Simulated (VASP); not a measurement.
# HgTe (Cmcm) in VASP: single point with r2SCAN

Aim: the single point of HgTe with r2SCAN.

All numbers are computed with VASP 6.6.1; they aren't measurements. Logs are shortened: lines on timing, memory, paths and dates and some standing lists are left out, and cuts for length are marked.

## (1) The cell of the first run

It takes space group Cmcm (No. 63, orthorhombic). Conventional cell: a = 5.985 Å, b = 6.934 Å, c = 5.798 Å, α = 90.00°, β = 90.00°, γ = 90.00°. Hg (site symmetry m2m) has 6 Te at 3.02 to 3.87 Å and 2 Hg at 3.63 Å within 4.0 Å. Te (site symmetry m2m) has 6 Hg at 3.02 to 3.87 Å within 4.0 Å.

## (2) Single point, r2SCAN

Contents of POSCAR:

```
HgTe
1.0
    2.9925180000     -3.4669290000      0.0000000000
    2.9925180000      3.4669290000      0.0000000000
    0.0000000000      0.0000000000      5.7981570000
Hg Te
2 2
Direct
    0.3430500000      0.6569500000      0.7500000000
    0.6569500000      0.3430500000      0.2500000000
    0.7848090000      0.2151910000      0.7500000000
    0.2151910000      0.7848090000      0.2500000000
```

Contents of INCAR.step1:

```
  ALGO = Normal
  EDIFF = 1E-4
  ENCUT = 520
  GGA = PE
  ISMEAR = -1
  LASPH = T
  LCHARG = F
  LREAL = F
  LWAVE = T
  NBANDS = 26
  NELM = 60
  PREC = Accurate
  SIGMA = 0.05
```

Contents of INCAR.step2:

```
  ALGO = Normal
  EDIFF = 1E-7
  ENCUT = 520
  ISIF = 2
  ISMEAR = -1
  ISTART = 1
  LASPH = T
  LCHARG = F
  LMIXTAU = T
  LREAL = F
  LWAVE = F
  METAGGA = R2SCAN
  NBANDS = 26
  NELM = 60
  PREC = Accurate
  SIGMA = 0.05
```

Contents of KPOINTS:

```
k-points
0
Gamma
  4 4 4
```

Potentials or basis: VASP PAW PBE potentials, release 64 (Hg, Te).

Launch:

```sh
$ cat potpaw_PBE.64/Hg/POTCAR potpaw_PBE.64/Te/POTCAR > POTCAR
$ cp INCAR.step1 INCAR
$ mpirun -np 1 vasp_std > vasp.out
$ cp INCAR.step2 INCAR
$ mpirun -np 1 vasp_std > vasp.out
```

OUTCAR:

```text
EDIFF = 1E-7
   ENCUT = 520
   ISIF = 2
   ISMEAR = -1
   ISTART = 1
   LASPH = T
   LREAL = F
   METAGGA = R2SCAN
   NELM = 60
   PREC = Accurate

 ion  position               nearest neighbor table
   1  0.343  0.657  0.750-   3 3.02   3 3.02   4 3.03   4 3.03   3 3.06   2 3.63   2 3.63
   2  0.657  0.343  0.250-   4 3.02   4 3.02   3 3.03   3 3.03   4 3.06   1 3.63   1 3.63
   3  0.785  0.215  0.750-   1 3.02   1 3.02   2 3.03   2 3.03   1 3.06
   4  0.215  0.785  0.250-   2 3.02   2 3.02   1 3.03   1 3.03   2 3.06

  LATTYP: Found a base centered orthorhombic cell.
 ALAT       =     5.9850360000
 B/A-ratio  =     1.1585323798
 C/A-ratio  =     0.9687756264

  Lattice vectors:

 A1 = (   2.9925180000,  -3.4669290000,   0.0000000000)
 A2 = (   2.9925180000,   3.4669290000,   0.0000000000)
 A3 = (   0.0000000000,   0.0000000000,   5.7981570000)

Analysis of symmetry for initial positions (statically):
=====================================================================
 Subroutine PRICEL returns:
 Original cell was already a primitive cell.

 Routine SETGRP: Setting up the symmetry group for a
 base centered orthorhombic supercell.

 Subroutine GETGRP returns: Found  8 space group operations
 (whereof  4 operations were pure point group operations)
 out of a pool of  8 trial point group operations.

The static configuration has the point symmetry C_2h.
 The point group associated with its full space group is D_2h.

Analysis of symmetry for dynamics (positions and initial velocities):
=====================================================================
 Subroutine PRICEL returns:
 Original cell was already a primitive cell.

 Routine SETGRP: Setting up the symmetry group for a
 base centered orthorhombic supercell.

 Subroutine GETGRP returns: Found  8 space group operations
 (whereof  4 operations were pure point group operations)
 out of a pool of  8 trial point group operations.

The dynamic configuration has the point symmetry C_2h.
 The point group associated with its full space group is D_2h.

 Subroutine INISYM returns: Found  8 space group operations
 (whereof  4 operations are pure point group operations),
 and found     1 'primitive' translations

----------------------------------------------------------------------------------------

[... 89 lines left out ...]
   LASPH  =      T    aspherical Exc in radial PAW
   ENCUT  =  520.0 eV  38.22 Ry    6.18 a.u.   8.52  8.52 10.78*2*pi/ulx,y,z
   NELM   =     60;   NELMIN=  2; NELMDL=  0     # of ELM steps
   EDIFF  = 0.1E-06   stopping-criterion for ELM
   LREAL  =      F    real-space projection
   EDIFFG = 0.1E-05   stopping-criterion for IOM
   NSW    =      0    number of steps for IOM
   IBRION =     -1    ionic relax: 0-MD 1-quasi-New 2-CG
   NFREE  =      0    steps in history (QN), initial steepest desc. (CG)
   ISIF   =      2    stress and relaxation
   ISYM   =      2    0-nonsym 1-usesym 2-fastsym
   POTIM  = 0.5000    time-step for ionic-motion
   TEBEG  =    0.0;   TEEND  =   0.0 temperature during run
   PSTRESS=    0.0 pullay stress
   NELECT =      36.0000    total number of electrons
   NUPDOWN=      -1.0000    fix difference up-down
   EMIN   =  10.00;   EMAX   =-10.00  energy-range for DOS
   EFERMI =   0.00;   METHOD = LEGACY
   ISMEAR =    -1;   SIGMA  =   0.05  broadening in eV -4-tet -1-fermi 0-gaus
   EFERMI_NEDOS =   21; number of points for ismear=-14 and -15
   IALGO  =     38    algorithm
   IMIX   =      4    mixing-type and parameters
     AMIX     =   0.40;   BMIX     =  1.00
     AMIX_MAG =   1.60;   BMIX_MAG =  1.00
  volume/ion in A,a.u.               =      30.08       202.97
  Fermi-wavevector in a.u.,A,eV,Ry     =   1.094986  2.069223 16.313299  1.198994
  Thomas-Fermi vector in A             =   2.231301
   LORBIT       =      0    0 simple, 1 ext, 2 COOP (PROOUT), +10 PAW based schemes
   METAGGA = R2SCAN    functional components
   LHFCALC =     F    Hartree Fock is set to
   AEXX    =    0.0000 exact exchange contribution
   IVDW    =     0    specifies the selected vdW correction
   LEPSILON=     F    determine dielectric tensor
   LRPA    =     F    only Hartree local field effects (RPA)
 non-spin polarized calculation
  energy-cutoff  :      520.00
  volume of cell :      120.31
 maximum number of plane-waves:      3256
 NGX is ok and might be reduce to    36
   NGX = 17   NGY = 17   NGZ = 21

 number of electron      36.0000001 magnetization

 Free energy of the ion-electron system (eV)
  ---------------------------------------------------
  ext. energy  EPLUGINS =         0.00000000
  ---------------------------------------------------
  free energy    TOTEN  =      -149.64681355 eV

  energy without entropy =     -149.63785092  energy(sigma->0) =     -149.64233223

 E-fermi :   3.7187     XC(G=0): -10.0960

 val. band max:        3.5983752508   @ k =   0.2500   0.0000   0.2500
 cond. band min:       3.8265920285   @ k =   0.5000   0.2500   0.0000
 fundamental gap:      0.2282167777
 Fermi energy:         3.7187332017

 k-point     1 :       0.0000    0.0000    0.0000
  band No.  band energies     occupation
      1      -8.5381      2.00000
      2      -7.4017      2.00000
      3      -3.4505      2.00000
      4      -3.3570      2.00000
      5      -3.3419      2.00000
      6      -3.2733      2.00000
[... 598 lines left out ...]
     25      11.4055      0.00000
     26      11.4055      0.00000

------------------------ aborting loop because EDIFF is reached ----------------------------------------

  FORCE on cell =-STRESS in cart. coord.  units (eV):
  Direction    XX          YY          ZZ          XY          YZ          ZX
  --------------------------------------------------------------------------------------
  -------------------------------------------------------------------------------------
  Total       -0.9548113     -0.3767038     -1.1547432      0.0000000      0.0000000      0.0000000
  in kB      -12.7152948     -5.0165932    -15.3778034      0.0000000      0.0000000      0.0000000
  external PRESSURE =     -11.0365638 kB  Pullay stress =       0.0000000 kB

 VOLUME and BASIS-vectors are now :
 -----------------------------------------------------------------------------
  energy-cutoff  :      520.00
  volume of cell :      120.31
      direct lattice vectors                 reciprocal lattice vectors
     2.992518000 -3.466929000  0.000000000     0.167083373 -0.144219856  0.000000000
     2.992518000  3.466929000  0.000000000     0.167083373  0.144219856  0.000000000
     0.000000000  0.000000000  5.798157000     0.000000000  0.000000000  0.172468596

 POSITION                                       TOTAL-FORCE (eV/Angst)
 -----------------------------------------------------------------------------------
      2.99252      1.08827      4.34862         0.000000      0.001767     -0.000000
      2.99252     -1.08827      1.44954         0.000000     -0.001767     -0.000000
      2.99252     -1.97483      4.34862         0.000000      0.099119      0.000000
      2.99252      1.97483      1.44954         0.000000     -0.099119     -0.000000
 -----------------------------------------------------------------------------------
    total drift:                               -0.000000      0.000000     -0.000000

  FREE ENERGIE OF THE ION-ELECTRON SYSTEM (eV)
  ---------------------------------------------------
  free  energy   TOTEN  =      -149.6468135481 eV

  energy  without entropy=     -149.6378509185  energy(sigma->0) =     -149.64233223
```

OUTCAR.step1:

```text
EDIFF = 1E-4
   ENCUT = 520
   GGA = PE
   ISMEAR = -1
   LASPH = T
[... 834 lines left out ...]
      2.99252      1.08827      4.34862         0.000000      0.008590     -0.000000
      2.99252     -1.08827      1.44954         0.000000     -0.008590     -0.000000
      2.99252     -1.97483      4.34862         0.000000      0.032044      0.000000
      2.99252      1.97483      1.44954         0.000000     -0.032044     -0.000000
 -----------------------------------------------------------------------------------
    total drift:                               -0.000000      0.000000     -0.000000

  FREE ENERGIE OF THE ION-ELECTRON SYSTEM (eV)
  ---------------------------------------------------
  free  energy   TOTEN  =        -6.6158409611 eV

  energy  without entropy=       -6.6018490910  energy(sigma->0) =       -6.60884503
```

OSZICAR.step1:

```text
N       E                     dE             d eps       ncg     rms          rms(c)
DAV:   1     0.229885275678E+03    0.22989E+03   -0.15967E+04  1092   0.122E+03
DAV:   2     0.432585804840E+01   -0.22556E+03   -0.21638E+03  1184   0.280E+02
DAV:   3    -0.688455641591E+01   -0.11210E+02   -0.11100E+02  1274   0.622E+01
DAV:   4    -0.702107517273E+01   -0.13652E+00   -0.13639E+00  1368   0.609E+00
DAV:   5    -0.702234348427E+01   -0.12683E-02   -0.12683E-02  1248   0.599E-01    0.935E+00
DAV:   6    -0.662079345644E+01    0.40155E+00   -0.96291E-01  1184   0.955E+00    0.741E+00
DAV:   7    -0.661808655962E+01    0.27069E-02   -0.23659E-01  1188   0.246E+00    0.269E+00
DAV:   8    -0.661600259921E+01    0.20840E-02   -0.24118E-02  1132   0.143E+00    0.546E-01
DAV:   9    -0.661586358086E+01    0.13902E-03   -0.35416E-03  1176   0.548E-01    0.835E-02
DAV:  10    -0.661584096110E+01    0.22620E-04   -0.26635E-04   984   0.162E-01
   1 F= -.66158410E+01 E0= -.66088450E+01  d E =-.139919E-01
```

Wall time 2.9 min (1 thread of Intel Xeon Platinum 8259CL at 2.50GHz (Skylake/Cascade Lake), shared host); peak memory 0.28 GiB.

Results:

- Free energy: -149.6468 eV
- Pressure: -1.1 GPa
- Largest force: 0.099 eV/Å
- Band gap on the k mesh: zero (band 18 reaches 4.03 eV, above the bottom of band 19 at 2.02 eV)

Forces in eV/Å, atoms in the order of the input:
```
Hg   0.000  0.002  0.000
Hg   0.000 -0.002  0.000
Te   0.000  0.099  0.000
Te   0.000 -0.099  0.000
```

Levels at points of the mesh, in eV from the Fermi level:
```
           k point  band 16  band 17  band 18  band 19  band 20  band 21
(0.00, 0.00, 0.00)    -2.60    -1.08    -0.45    -0.26    -0.18     4.43
(0.50, 0.00, 0.00)    -2.00    -0.93    -0.57     1.59     2.66     3.23
(0.50, 0.50, 0.00)    -1.92    -1.84    -1.82    -1.70    -1.38     3.58
(0.00, 0.00, 0.50)    -1.90    -1.32    -1.32     1.55     1.55     5.24
(0.50, 0.00, 0.50)    -0.97     0.21     0.21     2.19     2.19     4.17
(0.50, 0.50, 0.50)    -3.18    -3.04    -3.04     2.21     2.21     6.01
```

Caveat: the PAW data sets were made with another functional, which shifts forces and pressure a little; spin-orbit coupling is left out, which moves the levels of the heavy elements.
